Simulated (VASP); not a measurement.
# Pb: relaxation of cell and atoms with PBE

Pb:

```
Pb
1.0
     0.00000    2.47500    2.47500
     2.47500    0.00000    2.47500
     2.47500    2.47500    0.00000
Pb
1
Cartesian
  0.0000 0.0000 0.0000
```

```json
{
 "Program": "VASP 6.6.1",
 "Task": "relaxation of cell and atoms",
 "Functional": "PBE",
 "Potentials or basis": "VASP PAW PBE potentials, release 64 (Pb_d)",
 "Cutoff": "500 eV",
 "k mesh": "15 × 15 × 15",
 "Occupations": "fermi-dirac, width 0.05 eV",
 "Spin": "no spin polarisation",
 "Target pressure": "40 GPa",
 "Dipole correction": "no",
 "Further INCAR settings": "ALGO = Normal; EDIFF = 1e-07; IBRION = 2; EDIFFG = -0.03; NSW = 60; ISIF = 3"
}
```

| Property | Result |
| --- | --- |
| Relaxed volume | 21.66 Å³/atom |
| Relaxed cell | a = 3.129 Å, b = 3.129 Å, c = 3.129 Å, α = 60.00°, β = 60.00°, γ = 60.00° |
| Space group after relaxing (to 0.1 Å) | Fm-3m (No. 225) |
| Energy change on relaxing (the run minimises the enthalpy) | +863.3 meV/atom |
| Ionic steps | 9 |
| Pressure after relaxing | 40.0 GPa |
| Band gap on the k mesh | zero (bands 7 and 8 overlap by 11.97 eV) |

Step by step:
```tsv
step	energy change (eV)	largest force (eV/Å)	pressure (GPa)	volume (Å³)
1	0.0000	0.0000	2.34	30.32
2	27.1266	0.0000	1315.46	8.57
3	0.0929	0.0000	8.66	27.46
4	0.2314	0.0000	15.22	25.57
5	1.0418	0.0000	46.64	21.00
6	0.8343	0.0000	38.92	21.78
7	0.8719	0.0000	40.33	21.63
8	0.8423	0.0000	39.22	21.75
9	0.8633	0.0000	40.00	21.66
```

Final structure:
```
Pb
1.0
     0.00000    2.21260    2.21260
     2.21260    0.00000    2.21260
     2.21260    2.21260    0.00000
Pb
1
Direct
  0.00000 0.00000 0.00000
```

Levels at points of the mesh, in eV from the Fermi level:
```tsv
k point	band 5	band 6	band 7	band 8	band 9	band 10
(0.00, 0.00, 0.00)	-17.52	-14.88	9.37	9.87	9.87	9.87
```

Wall time 4.7 min on 1 thread of Intel(R) Xeon(R) 6975P-C (Granite Rapids) (shared host), peak memory 0.2 GiB.

Caveat: the cell is relaxed towards a set pressure, so the run minimises the enthalpy, not the energy; the volume moved by over 15 % at a fixed basis, so the end points are rough; spin-orbit coupling is left out, which moves the levels of the heavy elements.
